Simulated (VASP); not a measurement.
# Hf12H (a cell with a defect) in VASP: further runs

The runs below take Hf12H (a cell with a defect) through single point, with PBE.

All numbers are computed with VASP 6.6.1; they aren't measurements. Logs are shortened: lines on timing, memory, paths and dates and some standing lists are left out, and cuts for length are marked.

### 1 The cell of the first run

The cell holds a defect, 13 atoms: a = 6.400 Å, b = 9.600 Å, c = 5.062 Å, α = 90.00°, β = 90.00°, γ = 120.00°.

### 2 Single point, PBE

Input file INCAR:

```
PREC = Accurate
ENCUT = 520
EDIFF = 1E-6
ISMEAR = -1
SIGMA = 0.1
LREAL = F
LASPH = T
NELM = 60
ALGO = Normal
ISIF = 2
LWAVE = F
LCHARG = T
GGA = PE
LELF = T
LVHAR = T
NBANDS = 72
```

Input file KPOINTS:

```
regular mesh
0
Gamma
  3 2 3
```

Input file POSCAR:

```
Hf12H
1.0
    6.4000000000      0.0000000000      0.0000000000
   -4.8000000000      8.3138440000      0.0000000000
    0.0000000000      0.0000000000      5.0624000000
Hf H
12 1
Direct
    0.0103093421     -0.0024417105     -0.0031803097
    0.1658268522      0.2348733029      0.4995259166
   -0.0010427522      0.3258179971     -0.0122274020
    0.1641794167      0.5409892223      0.4805823325
   -0.0000090094      0.6551963207      0.0053334387
    0.1724601567      0.8920302089      0.5039309418
    0.4991079959     -0.0143976721      0.0105483565
    0.6625051203      0.2214859937      0.4972937737
    0.5161701718      0.3413102291      0.0359315740
    0.6586358980      0.5524520306      0.5005333439
    0.4900723571      0.6718673095     -0.0010074273
    0.6772142163      0.8928481218      0.5171262642
    0.8453282084      0.7863751112      0.7360540455
```

Potentials or basis: VASP PAW PBE potentials, release 64 (Hf_pv, H).

Started as:

```sh
cat potpaw_PBE.64/Hf_pv/POTCAR potpaw_PBE.64/H/POTCAR > POTCAR
mpirun -np 1 vasp_std > vasp.out
```

OUTCAR:

```text
PREC = Accurate
   ENCUT = 520
   EDIFF = 1E-6
   ISMEAR = -1
   LREAL = F
   LASPH = T
   NELM = 60
   ISIF = 2
   GGA = PE

 ion  position               nearest neighbor table
   1  0.010  0.998  0.997-  13 2.20  12 3.05   6 3.06   6 3.12   7 3.19   3 3.19   2 3.20   7 3.22
                            12 3.22   2 3.22  11 3.23   5 3.25   9 3.28
   2  0.166  0.235  0.500-   4 2.95   3 2.99   9 3.05   3 3.09  10 3.10   8 3.16   1 3.20  12 3.21
                             1 3.22   8 3.24   6 3.31   9 3.34
   3  0.999  0.326  0.988-   2 2.99   4 3.07   2 3.09   8 3.11   4 3.13   5 3.16   9 3.18   8 3.18
                             1 3.19   7 3.24  11 3.24   9 3.25
   4  0.164  0.541  0.481-   2 2.95   5 3.04  11 3.04   3 3.07  10 3.11   3 3.13   8 3.14  11 3.19
                             5 3.24  10 3.29  12 3.34   6 3.35
   5  1.000  0.655  0.005-   4 3.04   9 3.06  11 3.06  10 3.14   3 3.16  10 3.18   7 3.18   6 3.20
                             6 3.21   4 3.24   1 3.25  11 3.35
   6  0.172  0.892  0.504-  13 2.16   1 3.06   7 3.09   1 3.12   7 3.14   8 3.15  12 3.17   5 3.20
                             5 3.21  12 3.23  10 3.27   2 3.31   4 3.35
   7  0.499  0.986  0.011-  11 2.98  12 3.06   6 3.09  12 3.11   6 3.14   8 3.15   5 3.18   1 3.19
                             1 3.22   3 3.24   8 3.26   9 3.36
   8  0.663  0.221  0.497-   9 2.96   3 3.11   4 3.14   6 3.15   7 3.15   2 3.16   3 3.18  10 3.19
                            12 3.20   2 3.24   7 3.26   9 3.27
   9  0.516  0.341  0.036-  10 2.94   8 2.96   2 3.05   5 3.06   3 3.18  10 3.23   3 3.25  11 3.27
                             8 3.27   1 3.28   2 3.34   7 3.36
  10  0.659  0.552  0.501-  13 2.28   9 2.94   2 3.10   4 3.11   5 3.14  11 3.18   5 3.18  11 3.19
                             8 3.19  12 3.21   9 3.23   6 3.27   4 3.29
  11  0.490  0.672  0.999-  13 2.38   7 2.98   4 3.04  12 3.06   5 3.06  10 3.18  10 3.19   4 3.19
                            12 3.21   1 3.23   3 3.24   9 3.27   5 3.35
  12  0.677  0.893  0.517-  13 2.13   1 3.05  11 3.06   7 3.06   7 3.11   6 3.17   8 3.20  11 3.21
                             2 3.21  10 3.21   1 3.22   6 3.23   4 3.34
  13  0.845  0.786  0.736-  12 2.13   6 2.16   1 2.20  10 2.28  11 2.38

  LATTYP: Found a simple monoclinic cell.
 ALAT       =     6.4000000000
 B/A-ratio  =     0.7910000000
 C/A-ratio  =     1.3228756745
 COS(beta)  =    -0.1889822338

  Lattice vectors:

 A1 = (   6.4000000000,   0.0000000000,   0.0000000000)
 A2 = (   0.0000000000,   0.0000000000,   5.0624000000)
 A3 = (  -1.6000000000,  -8.3138440000,   0.0000000000)

Analysis of symmetry for initial positions (statically):
=====================================================================
 Subroutine PRICEL returns:
 Original cell was already a primitive cell.

 Routine SETGRP: Setting up the symmetry group for a
[... 163 lines left out ...]
   IALGO  =     38    algorithm
   IMIX   =      4    mixing-type and parameters
     AMIX     =   0.40;   BMIX     =  1.00
     AMIX_MAG =   1.60;   BMIX_MAG =  1.00
  volume/ion in A,a.u.               =      20.72       139.83
  Fermi-wavevector in a.u.,A,eV,Ry     =   1.253787  2.369314 21.388120  1.571982
  Thomas-Fermi vector in A             =   2.387623
   LORBIT       =      0    0 simple, 1 ext, 2 COOP (PROOUT), +10 PAW based schemes
   GGA     = PE    functional components
   LHFCALC =     F    Hartree Fock is set to
   AEXX    =    0.0000 exact exchange contribution
   IVDW    =     0    specifies the selected vdW correction
   LEPSILON=     F    determine dielectric tensor
   LRPA    =     F    only Hartree local field effects (RPA)
 non-spin polarized calculation
  energy-cutoff  :      520.00
  volume of cell :      269.36
 maximum number of plane-waves:      7282
   NGX = 23   NGY = 35   NGZ = 19

 number of electron     121.0000005 magnetization

 Free energy of the ion-electron system (eV)
  ---------------------------------------------------
  ext. energy  EPLUGINS =         0.00000000
  ---------------------------------------------------
  free energy    TOTEN  =      -122.23603440 eV

  energy without entropy =     -121.73839448  energy(sigma->0) =     -121.98721444

 E-fermi :   4.9385     XC(G=0): -11.3043

 val. band max:        4.9285565599   @ k =   0.3333   0.5000   0.3333
 cond. band min:       4.9400735362   @ k =   0.0000   0.5000   0.0000
 fundamental gap:      0.0115169762
 Fermi energy:         4.9384734910

 k-point     1 :       0.0000    0.0000    0.0000
  band No.  band energies     occupation
      1     -26.1344      2.00000
      2     -25.9698      2.00000
      3     -25.9521      2.00000
      4     -25.9213      2.00000
      5     -25.8846      2.00000
      6     -25.8674      2.00000
[... 739 lines left out ...]
     71       5.8164      0.00031
     72       6.1659      0.00001

------------------------ aborting loop because EDIFF is reached ----------------------------------------

  FORCE on cell =-STRESS in cart. coord.  units (eV):
  Direction    XX          YY          ZZ          XY          YZ          ZX
  --------------------------------------------------------------------------------------
  -------------------------------------------------------------------------------------
  Total        3.4713728      2.4209219      3.7560723     -1.1897783      0.0615614      0.1378746
  in kB       20.6477884     14.3996874     22.3411862     -7.0768230      0.3661683      0.8200804
  external PRESSURE =      19.1295540 kB  Pullay stress =       0.0000000 kB

 VOLUME and BASIS-vectors are now :
 -----------------------------------------------------------------------------
  energy-cutoff  :      520.00
  volume of cell :      269.36
      direct lattice vectors                 reciprocal lattice vectors
     6.400000000  0.000000000  0.000000000     0.156250000  0.090210978  0.000000000
    -4.800000000  8.313844000  0.000000000     0.000000000  0.120281304  0.000000000
     0.000000000  0.000000000  5.062400000     0.000000000  0.000000000  0.197534766

 POSITION                                       TOTAL-FORCE (eV/Angst)
 -----------------------------------------------------------------------------------
     -4.72230      8.29354      5.04630        -0.004382      0.528064      0.268135
     -0.06610      1.95270      2.52880         0.593978     -1.000395     -0.109895
      4.82940      2.70880      5.00050        -0.106367      0.112752      0.320634
     -1.54600      4.49770      2.43290        -0.595150      0.789581      0.364732
      3.25500      5.44720      0.02700        -0.013877      0.178664     -0.273286
     -3.17800      7.41620      2.55110         0.503547     -0.242059     -0.049071
     -1.53660      8.19414      0.05340        -0.244009      0.938171     -0.030994
      3.17690      1.84140      2.51750         0.129241     -0.195125      0.284697
      1.66520      2.83760      0.18190        -0.549361     -0.538537     -1.056800
      1.56350      4.59300      2.53390         0.230683      0.303277      0.608041
     -0.08850      5.58580      5.05730         0.443985     -0.879362      0.018567
      0.04850      7.42300      2.61790        -0.422822      0.109504     -0.481732
      1.63550      6.53780      3.72620         0.034533     -0.104535      0.136972
 -----------------------------------------------------------------------------------
    total drift:                                0.000145      0.000423      0.000153

  FREE ENERGIE OF THE ION-ELECTRON SYSTEM (eV)
  ---------------------------------------------------
  free  energy   TOTEN  =      -122.2360344027 eV

  energy  without entropy=     -121.7383944771  energy(sigma->0) =     -121.98721444
```

stdout:

```text
POSCAR found type information on POSCAR HfH
 POSCAR found :  2 types and      13 ions
 scaLAPACK will be used
 LDA part: xc-table for (Slater+PW92), standard interpolation
 -----------------------------------------------------------------------------
|                                                                             |
|           W    W    AA    RRRRR   N    N  II  N    N   GGGG   !!!           |
|           W    W   A  A   R    R  NN   N  II  NN   N  G    G  !!!           |
|           W    W  A    A  R    R  N N  N  II  N N  N  G       !!!           |
|           W WW W  AAAAAA  RRRRR   N  N N  II  N  N N  G  GGG   !            |
|           WW  WW  A    A  R   R   N   NN  II  N   NN  G    G                |
|           W    W  A    A  R    R  N    N  II  N    N   GGGG   !!!           |
|                                                                             |
|     Your reciprocal lattice and k-lattice belong to different lattice       |
|     classes:                                                                |
|                                                                             |
|        The reciprocal lattice is simple monoclinic,                         |
|        whereas your k-lattice is hexagonal.                                 |
|                                                                             |
|     Results are often still useful ...                                      |
|                                                                             |
 -----------------------------------------------------------------------------

 POSCAR, INCAR and KPOINTS ok, starting setup
 FFT: planning ... GRIDC
 FFT: planning ... GRID_SOFT
 FFT: planning ... GRID
 WAVECAR not read
 entering main loop
```

Wall time 2.8 min (1 thread of Intel Xeon 6975P-C (Granite Rapids), shared host); peak memory 0.41 GiB.

Results:

- Free energy: -122.2360 eV
- Pressure: 1.9 GPa
- Largest force: 1.307 eV/Å

Forces in eV/Å, atoms in the order of the input:
```
Hf  -0.004  0.528  0.268
Hf   0.594 -1.000 -0.110
Hf  -0.106  0.113  0.321
Hf  -0.595  0.790  0.365
Hf  -0.014  0.179 -0.273
Hf   0.504 -0.242 -0.049
Hf  -0.244  0.938 -0.031
Hf   0.129 -0.195  0.285
Hf  -0.549 -0.539 -1.057
Hf   0.231  0.303  0.608
Hf   0.444 -0.879  0.019
Hf  -0.423  0.110 -0.482
H    0.035 -0.105  0.137
```

Stress tensor (GPa, compression positive):
```
 2.06 -0.71  0.08
-0.71  1.44  0.04
 0.08  0.04  2.23
```

Levels at points of the mesh, in eV from the Fermi level:
| k point | band 58 | band 59 | band 60 | band 61 | band 62 | band 63 |
| --- | --- | --- | --- | --- | --- | --- |
| (0.00, 0.00, 0.00) | -0.65 | 0.14 | 0.34 | 0.44 | 0.60 | 0.63 |
| (0.00, 0.50, 0.00) | -0.27 | -0.18 | 0.00 | 0.20 | 0.41 | 0.54 |

Caveat: the k points lie up to 0.41 Å⁻¹ apart; spin-orbit coupling is left out, which moves the levels of the heavy elements.

### 3 Single point, PBE

Input file INCAR:

```
  PREC = Accurate
  ENCUT = 520
  EDIFF = 1E-6
  ISMEAR = -1
  SIGMA = 0.1
  LREAL = F
  LASPH = T
  NELM = 60
  ALGO = Normal
  ISIF = 2
  LWAVE = F
  LCHARG = F
  GGA = PE
  NBANDS = 72
```

KPOINTS is that of step 2.

Input file POSCAR:

```
Hf12H
1.0
    6.4000000000      0.0000000000      0.0000000000
   -4.8000000000      8.3138440000      0.0000000000
    0.0000000000      0.0000000000      5.0624000000
Hf H
12 1
Direct
    0.0280311105     -0.0035001860     -0.0003555626
    0.1772340629      0.2387704171      0.4886417509
   -0.0010777520      0.3125629973     -0.0063013590
    0.1581484084      0.5349270446      0.4508928571
    0.0191191608      0.6619922144      0.0092051201
    0.1860148969      0.8953740291      0.5282869785
    0.5039506241     -0.0142533346      0.0344698167
    0.6626534586      0.2169754448      0.4902022756
    0.5391836461      0.3439323615      0.0294721871
    0.6659267827      0.5557357102      0.5033580910
    0.4911150454      0.6719033939     -0.0003555626
    0.6869626793      0.8987419057      0.5170274968
    0.8999153825      0.8113455100      0.7506716182
```

Potentials or basis: VASP PAW PBE potentials, release 64 (Hf_pv, H).

Started as:

```sh
cat potpaw_PBE.64/Hf_pv/POTCAR potpaw_PBE.64/H/POTCAR > POTCAR
mpirun -np 1 vasp_std > vasp.out
```

It took 3.2 min on 1 thread of Intel Xeon 6975P-C (Granite Rapids), shared host; peak memory 0.41 GiB.

The run converged. Its results:

* Free energy: -121.7347 eV
* Pressure: 2.8 GPa
* Largest force: 1.766 eV/Å

Forces in eV/Å, atoms in the order of the input:
```
Hf  -0.380  0.834  0.758
Hf   0.704 -1.040  0.122
Hf  -0.126  0.440 -0.491
Hf  -0.380  0.834  1.509
Hf  -0.638  0.094 -0.555
Hf   0.900 -0.331 -0.822
Hf   0.063  0.866 -0.594
Hf   0.268  0.199  0.763
Hf  -0.829 -0.420 -0.873
Hf   0.243  0.299  0.329
Hf   0.820 -0.910 -0.261
Hf  -0.104 -0.204  0.037
H   -0.541 -0.661  0.077
```

Stress tensor (GPa, compression positive):
```
 2.76 -0.62 -0.17
-0.62  2.31  0.21
-0.17  0.21  3.23
```

Levels at points of the mesh, in eV from the Fermi level:
```tsv
k point	band 57	band 58	band 59	band 60	band 61	band 62	band 63	band 64
(0.00, 0.00, 0.00)	-0.73	-0.54	0.05	0.22	0.39	0.51	0.56	0.68
(0.00, 0.50, 0.00)	-0.57	-0.32	-0.14	0.07	0.15	0.33	0.44	0.54
```

Caveat: the k points lie up to 0.41 Å⁻¹ apart; spin-orbit coupling is left out, which moves the levels of the heavy elements.
